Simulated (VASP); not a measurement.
# ZnF2 (P4_2/mnm) in VASP: a series of runs, part 2 of 2

VASP 6.6.1. The steps go on from the part before.

## Step 4: Single point, LDA

This run uses another cell than the first one, of 11.04 Å³/atom.

INCAR

```
SYSTEM = ZnF2
PREC = Accurate
ENCUT = 600
EDIFF = 1E-6
ISMEAR = -1
SIGMA = 0.08
LREAL = .FALSE.
LASPH = .TRUE.
NELM = 120
ALGO = Normal
ISIF = 2
LWAVE = .FALSE.
LCHARG = .TRUE.
GGA = CA
LELF = .TRUE.
LVHAR = .TRUE.
NBANDS = 35
GGA_COMPAT = .FALSE.
```

KPOINTS

```
Automatic mesh
0
G
  6 6 8
  0 0 0
```

POSCAR

```
ZnF2
1.0
    4.6306694147      0.0000000000      0.0000000000
    0.0000000000      4.6306694147      0.0000000000
    0.0000000000      0.0000000000      3.0879796283
Zn F
2 4
Direct
    0.0000000000      0.0000000000      0.0000000000
    0.5000000000      0.5000000000      0.5000000000
    0.3032744591      0.3032744591      0.0000000000
    0.1967255409      0.8032744591      0.5000000000
    0.6967255409      0.6967255409      0.0000000000
    0.8032744591      0.1967255409      0.5000000000
```

Potentials or basis: VASP PAW LDA potentials, release 64 (Zn, F).

Started as:

```sh
> cat potpaw_LDA.64/Zn/POTCAR potpaw_LDA.64/F/POTCAR > POTCAR
> mpirun -np 1 vasp_std > vasp.out
```

OUTCAR:

```text
SYSTEM = ZnF2
   PREC = Accurate
   ENCUT = 600
   EDIFF = 1E-6
   ISMEAR = -1
   LREAL = .FALSE.
   LASPH = .TRUE.
   NELM = 120
   ISIF = 2
   GGA = CA

 ion  position               nearest neighbor table
   1  0.000  0.000  0.000-   3 1.99   5 1.99   4 2.01   6 2.01   4 2.01   6 2.01
   2  0.500  0.500  0.500-   4 1.99   6 1.99   5 2.01   3 2.01   3 2.01   5 2.01
   3  0.303  0.303  0.000-   1 1.99   2 2.01   2 2.01
   4  0.197  0.803  0.500-   2 1.99   1 2.01   1 2.01
   5  0.697  0.697  0.000-   1 1.99   2 2.01   2 2.01
   6  0.803  0.197  0.500-   2 1.99   1 2.01   1 2.01

  LATTYP: Found a simple tetragonal cell.
 ALAT       =     4.6306694147
 C/A-ratio  =     0.6668538286

  Lattice vectors:

 A1 = (   4.6306694147,   0.0000000000,   0.0000000000)
 A2 = (   0.0000000000,   4.6306694147,   0.0000000000)
 A3 = (   0.0000000000,   0.0000000000,   3.0879796283)

Analysis of symmetry for initial positions (statically):
=====================================================================
 Subroutine PRICEL returns:
 Original cell was already a primitive cell.

 Routine SETGRP: Setting up the symmetry group for a
 simple tetragonal supercell.

 Subroutine GETGRP returns: Found 16 space group operations
 (whereof  8 operations were pure point group operations)
 out of a pool of 16 trial point group operations.

The static configuration has the point symmetry D_2h.
 The point group associated with its full space group is D_4h.

Analysis of symmetry for dynamics (positions and initial velocities):
=====================================================================
 Subroutine PRICEL returns:
 Original cell was already a primitive cell.

 Routine SETGRP: Setting up the symmetry group for a
 simple tetragonal supercell.

 Subroutine GETGRP returns: Found 16 space group operations
 (whereof  8 operations were pure point group operations)
 out of a pool of 16 trial point group operations.

The dynamic configuration has the point symmetry D_2h.
 The point group associated with its full space group is D_4h.

 Subroutine INISYM returns: Found 16 space group operations
 (whereof  8 operations are pure point group operations),
 and found     1 'primitive' translations

----------------------------------------------------------------------------------------

                                     Primitive cell

  volume of cell :      66.2159

  direct lattice vectors                    reciprocal lattice vectors
     4.630669415  0.000000000  0.000000000     0.215951499  0.000000000  0.000000000
     0.000000000  4.630669415  0.000000000     0.000000000  0.215951499  0.000000000
     0.000000000  0.000000000  3.087979628     0.000000000  0.000000000  0.323836333

  length of vectors
     4.630669415  4.630669415  3.087979628     0.215951499  0.215951499  0.323836333

  position of ions in fractional coordinates (direct lattice)
     0.000000000  0.000000000  0.000000000
     0.500000000  0.500000000  0.500000000
     0.303274459  0.303274459  0.000000000
     0.196725541  0.803274459  0.500000000
     0.696725541  0.696725541  0.000000000
     0.803274459  0.196725541  0.500000000

  ion indices of the primitive-cell ions
   primitive index   ion index
                 1           1
[... 34 lines left out ...]
  0.000000  0.000000  0.000000      1.000000
  0.166667  0.000000  0.000000      4.000000
  0.333333  0.000000  0.000000      4.000000
  0.500000  0.000000  0.000000      2.000000
  0.166667  0.166667  0.000000      4.000000
  0.333333  0.166667  0.000000      8.000000
[... 16 lines left out ...]
  0.333333  0.000000  0.250000      8.000000
  0.500000  0.000000  0.250000      4.000000
 [... further k-points ...]
   k-points           NKPTS =     50   k-points in BZ     NKDIM =     50   number of bands    NBANDS=     35
   number of dos      NEDOS =    301   number of ions     NIONS =      6
   total plane-waves  NPLWV =  44800
   dimension x,y,z NGX =    40 NGY =   40 NGZ =   28
   dimension x,y,z NGXF=    80 NGYF=   80 NGZF=   56
   ions per type =               2   4
   NGX,Y,Z   is equivalent  to a cutoff of  14.36, 14.36, 15.07 a.u.
   NGXF,Y,Z  is equivalent  to a cutoff of  28.72, 28.72, 30.15 a.u.
 SYSTEM =  ZnF2
   PREC   = accura    normal or accurate (medium, high low for compatibility)
   ISTART =      0    job   : 0-new  1-cont  2-samecut
   ICHARG =      2    charge: 1-file 2-atom 10-const
   ISPIN  =      1    spin polarized calculation?
   LNONCOLLINEAR =      F non collinear calculations
   LSORBIT =      F    spin-orbit coupling
   LASPH  =      T    aspherical Exc in radial PAW
   ENCUT  =  600.0 eV  44.10 Ry    6.64 a.u.   9.25  9.25  6.17*2*pi/ulx,y,z
   NELM   =    120;   NELMIN=  2; NELMDL= -5     # of ELM steps
   EDIFF  = 0.1E-05   stopping-criterion for ELM
   LREAL  =      F    real-space projection
   EDIFFG = 0.1E-04   stopping-criterion for IOM
   NSW    =      0    number of steps for IOM
   IBRION =     -1    ionic relax: 0-MD 1-quasi-New 2-CG
   NFREE  =      0    steps in history (QN), initial steepest desc. (CG)
   ISIF   =      2    stress and relaxation
   ISYM   =      2    0-nonsym 1-usesym 2-fastsym
   POTIM  = 0.5000    time-step for ionic-motion
   TEBEG  =    0.0;   TEEND  =   0.0 temperature during run
   PSTRESS=    0.0 pullay stress
   NELECT =      52.0000    total number of electrons
   NUPDOWN=      -1.0000    fix difference up-down
   EMIN   =  10.00;   EMAX   =-10.00  energy-range for DOS
   EFERMI =   0.00;   METHOD = LEGACY
   ISMEAR =    -1;   SIGMA  =   0.08  broadening in eV -4-tet -1-fermi 0-gaus
   EFERMI_NEDOS =   21; number of points for ismear=-14 and -15
   IALGO  =     38    algorithm
   IMIX   =      4    mixing-type and parameters
     AMIX     =   0.40;   BMIX     =  1.00
     AMIX_MAG =   1.60;   BMIX_MAG =  1.00
  volume/ion in A,a.u.               =      11.04        74.47
  Fermi-wavevector in a.u.,A,eV,Ry     =   1.510388  2.854220 31.038602  2.281273
  Thomas-Fermi vector in A             =   2.620585
   LORBIT       =      0    0 simple, 1 ext, 2 COOP (PROOUT), +10 PAW based schemes
   GGA     = CA    functional components
   LHFCALC =     F    Hartree Fock is set to
   AEXX    =    0.0000 exact exchange contribution
   IVDW    =     0    specifies the selected vdW correction
   LEPSILON=     F    determine dielectric tensor
   LRPA    =     F    only Hartree local field effects (RPA)
 non-spin polarized calculation
  energy-cutoff  :      600.00
  volume of cell :       66.22
 maximum number of plane-waves:      2232
 NGX is ok and might be reduce to    40
   NGX = 19   NGY = 19   NGZ = 13

 number of electron      52.0000013 magnetization

 Free energy of the ion-electron system (eV)
  ---------------------------------------------------
  ext. energy  EPLUGINS =         0.00000000
  ---------------------------------------------------
  free energy    TOTEN  =       -27.04279641 eV

  energy without entropy =      -27.04279641  energy(sigma->0) =      -27.04279641

 E-fermi :   0.7923     XC(G=0): -11.2555

 val. band max:       -1.0140740513   @ k =   0.0000   0.0000   0.0000
 cond. band min:       2.3885415346   @ k =   0.0000   0.0000   0.0000
 fundamental gap:      3.4026155859
 Fermi energy:         0.7922877128

 k-point     1 :       0.0000    0.0000    0.0000
  band No.  band energies     occupation
      1     -22.9379      2.00000
      2     -22.0054      2.00000
      3     -22.0054      2.00000
      4     -21.9687      2.00000
      5      -7.8252      2.00000
      6      -6.8145      2.00000
[... 901 lines left out ...]
     34      13.0098      0.00000
     35      15.1018      0.00000

 [... further k-points ...]

------------------------ aborting loop because EDIFF is reached ----------------------------------------

  FORCE on cell =-STRESS in cart. coord.  units (eV):
  Direction    XX          YY          ZZ          XY          YZ          ZX
  --------------------------------------------------------------------------------------
  -------------------------------------------------------------------------------------
  Total        0.2128863      0.2128863      0.3639916      0.0000000      0.0000000      0.0000000
  in kB        5.1510555      5.1510555      8.8072426      0.0000000      0.0000000      0.0000000
  external PRESSURE =       6.3697845 kB  Pullay stress =       0.0000000 kB

 VOLUME and BASIS-vectors are now :
 -----------------------------------------------------------------------------
  energy-cutoff  :      600.00
  volume of cell :       66.22
      direct lattice vectors                 reciprocal lattice vectors
     4.630669415  0.000000000  0.000000000     0.215951499  0.000000000  0.000000000
     0.000000000  4.630669415  0.000000000     0.000000000  0.215951499  0.000000000
     0.000000000  0.000000000  3.087979628     0.000000000  0.000000000  0.323836333

 POSITION                                       TOTAL-FORCE (eV/Angst)
 -----------------------------------------------------------------------------------
      0.00000      0.00000      0.00000         0.000000      0.000000     -0.000000
      2.31533      2.31533      1.54399         0.000000      0.000000     -0.000000
      1.40436      1.40436      0.00000        -0.008990     -0.008990      0.000000
      0.91097      3.71970      1.54399         0.008990     -0.008990     -0.000000
      3.22631      3.22631      0.00000         0.008990      0.008990     -0.000000
      3.71970      0.91097      1.54399        -0.008990      0.008990     -0.000000
 -----------------------------------------------------------------------------------
    total drift:                                0.000000      0.000000     -0.000000

  FREE ENERGIE OF THE ION-ELECTRON SYSTEM (eV)
  ---------------------------------------------------
  free  energy   TOTEN  =       -27.0427964126 eV

  energy  without entropy=      -27.0427964125  energy(sigma->0) =      -27.04279641
```

Wall time 2.7 min (1 thread of Intel Xeon 8259CL, shared host); peak memory 0.24 GiB.

Results:

| Quantity | Value |
| --- | --- |
| Free energy | -27.0428 eV |
| Pressure | 0.6 GPa |
| Largest force | 0.013 eV/Å |
| Band gap on the k mesh | 3.40 eV |

Forces in eV/Å, atoms in the order of the input:
```
Zn   0.000  0.000  0.000
Zn   0.000  0.000  0.000
F   -0.009 -0.009  0.000
F    0.009 -0.009  0.000
F    0.009  0.009  0.000
F   -0.009  0.009  0.000
```

Stress tensor (GPa, compression positive):
```
0.52 0.00 0.00
0.00 0.52 0.00
0.00 0.00 0.88
```

A k mesh can miss the band edges.

## Step 5: Relaxation of cell and atoms, LDA

This run uses another cell than the first one, of 11.56 Å³/atom.

INCAR

```
SYSTEM = ZnF2
ALGO = Normal
EDIFF = 1E-7
EDIFFG = -0.002
ENCUT = 600
GGA_COMPAT = .FALSE.
IBRION = 2
ISIF = 3
ISMEAR = -1
LASPH = .TRUE.
LCHARG = .FALSE.
LREAL = .FALSE.
LWAVE = .FALSE.
NELM = 120
NELMIN = 4
NSW = 100
PREC = Accurate
SIGMA = 0.08
```

KPOINTS

```
k-points
0
G
  6 6 8
  0 0 0
```

POSCAR

```
ZnF2
1.0
    4.7048000000      0.0000000000      0.0000000000
    0.0000000000      4.7048000000      0.0000000000
    0.0000000000      0.0000000000      3.1338000000
Zn F
2 4
Direct
    0.0000000000      0.0000000000      0.0000000000
    0.5000000000      0.5000000000      0.5000000000
    0.3024000000      0.3024000000      0.0000000000
    0.1976000000      0.8024000000      0.5000000000
    0.6976000000      0.6976000000      0.0000000000
    0.8024000000      0.1976000000      0.5000000000
```

Started as:

```sh
> cat potpaw_LDA.64/Zn/POTCAR potpaw_LDA.64/F/POTCAR > POTCAR
> mpirun -np 1 vasp_std > vasp.out
```

Wall time 17 min (1 thread of Intel Xeon 8259CL, shared host); peak memory 0.25 GiB.

Results (log left out):

```
Free energy                           : -27.0546 eV
Relaxed volume                        : 11.08 Å³/atom
Relaxed cell                          : a = 4.632 Å, b = 4.632 Å, c = 3.097 Å, α = 90.00°, β = 90.00°, γ = 90.00°
Space group after relaxing (to 0.1 Å) : P4_2/mnm (No. 136)
Energy gained by relaxing             : 8.3 meV/atom
Ionic steps                           : 12
Pressure after relaxing               : 0.0 GPa
Band gap on the k mesh                : 3.39 eV
```

Step by step:
| step | energy change (eV) | largest force (eV/Å) | pressure (GPa) | volume (Å³) |
| --- | --- | --- | --- | --- |
| 1 | 0.0000 | 0.1032 | -5.23 | 69.37 |
| 2 | -0.0445 | 0.0281 | 1.85 | 65.65 |
| 3 | -0.0496 | 0.0074 | -0.02 | 66.51 |
| 4 | -0.0496 | 0.0051 | 0.10 | 66.45 |
| 5 | -0.0498 | 0.0046 | 0.11 | 66.44 |
| 6 | -0.0500 | 0.0026 | 0.13 | 66.40 |
| 7 | -0.0500 | 0.0043 | -0.11 | 66.53 |
| 8 | -0.0500 | 0.0037 | -0.01 | 66.47 |
| 9 | -0.0500 | 0.0036 | 0.02 | 66.46 |
| 10 | -0.0500 | 0.0036 | -0.01 | 66.47 |
| 11 | -0.0500 | 0.0036 | 0.01 | 66.47 |
| 12 | -0.0500 | 0.0013 | 0.01 | 66.47 |

Final structure:
```cif
data_structure
_symmetry_space_group_name_H-M 'P 1'
_symmetry_Int_Tables_number 1
_cell_length_a 4.6324
_cell_length_b 4.6324
_cell_length_c 3.0973
_cell_angle_alpha 90.000
_cell_angle_beta 90.000
_cell_angle_gamma 90.000
_cell_volume 66.47
loop_
_atom_site_label
_atom_site_type_symbol
_atom_site_fract_x
_atom_site_fract_y
_atom_site_fract_z
_atom_site_occupancy
Zn1 Zn 0.00000 0.00000 0.00000 1
Zn2 Zn 0.50000 0.50000 0.50000 1
F1 F 0.30322 0.30322 0.00000 1
F2 F 0.19678 0.80322 0.50000 1
F3 F 0.69678 0.69678 0.00000 1
F4 F 0.80322 0.19678 0.50000 1
```

Levels at points of the mesh, in eV from the valence-band top:
| k point | band 23 | band 24 | band 25 | band 26 | band 27 | band 28 | band 29 | band 30 |
| --- | --- | --- | --- | --- | --- | --- | --- | --- |
| (0.00, 0.00, 0.00) | -1.36 | -0.39 | -0.39 | 0.00 | 3.39 | 9.37 | 9.37 | 9.42 |
| (0.50, 0.00, 0.00) | -0.69 | -0.69 | -0.49 | -0.49 | 6.07 | 6.07 | 10.31 | 10.31 |
| (0.50, 0.50, 0.00) | -1.39 | -1.39 | -0.41 | -0.41 | 7.09 | 7.09 | 8.96 | 8.96 |
| (0.00, 0.00, 0.50) | -1.38 | -1.38 | -1.35 | -1.35 | 8.29 | 8.29 | 11.84 | 11.84 |
| (0.50, 0.00, 0.50) | -1.46 | -1.46 | -0.08 | -0.08 | 8.86 | 8.86 | 10.17 | 10.17 |
| (0.50, 0.50, 0.50) | -1.35 | -1.35 | -0.85 | -0.85 | 8.12 | 8.12 | 11.18 | 11.18 |

A k mesh can miss the band edges. Zero-point motion and thermal expansion aren't in these numbers.

## Step 6: Overview

```csv
task,cell,k mesh,smearing,gap on the mesh (eV),pressure (GPa),largest force (eV/Å)
single point,"a = 4.600, b = 4.600, c = 3.067 Å, 6 atoms",4 × 4 × 6,gaussian 0.01 eV,3.43,3.5,0.01
single point,"a = 4.661, b = 4.661, c = 3.108 Å, 6 atoms",4 × 4 × 6,gaussian 0.01 eV,3.38,-1.9,0.01
single point,"a = 4.631, b = 4.631, c = 3.088 Å, 6 atoms",6 × 6 × 8,fermi-dirac 0.08 eV,3.40,0.6,0.01
relaxation of cell and atoms,"relaxed from a = 4.705, b = 4.705, c = 3.134 Å, 6 atoms",6 × 6 × 8,fermi-dirac 0.08 eV,3.39,0.0,-
```

Alike in all rows: level LDA; potentials or basis VASP PAW LDA potentials, release 64 (Zn, F); no spin polarisation; cutoff (eV) 600.

Caveats: the cell stands under pressure (at least some runs).

Absolute energies hang on the potentials; compare differences alone.
